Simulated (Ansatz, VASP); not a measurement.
# Two plane-wave programs on Sr3Al2O

```
Sr Al O
1.0
     5.39170    0.00000    0.00000
    -2.69585    4.66935    0.00000
     0.00000    0.00000   10.54613
Sr Al O
3 2 1
Direct
  0.00000 0.00000 0.20101
  0.00000 0.00000 0.79899
  0.33333 0.66667 0.50000
  0.66667 0.33333 0.61792
  0.66667 0.33333 0.38208
  0.00000 0.00000 0.00000
```

Alike in both runs: functional PBE; k mesh 12 × 12 × 4; occupations gaussian, width 0.1 eV; no spin polarisation.

Ansatz relaxed the structure, and its values are those at the end. VASP's run is a single point on that final structure, the one shown.

```csv
,VASP,Ansatz
version,VASP 6.6.1,Ansatz 0.2.0
potentials or method,"VASP PAW PBE potentials, release 64 (Sr_sv, Al, O), cutoff 520 eV","scalar-relativistic, plane waves, PAW"
valence electrons in the cell,42,42
```

VASP gave:

| Property | Result |
| --- | --- |
| gap on the k mesh at the Fermi level (eV) | none |
| pressure (GPa) | 0.2 |
| rms of the force components (eV/Å) | 0.061 |

Q: Which values does Ansatz return?

A: gap on the k mesh at the Fermi level (eV): none; pressure (GPa): 0.0; rms of the force components (eV/Å): 0.001.

A gap of «none» marks a metal or a gap that the smearing closes.
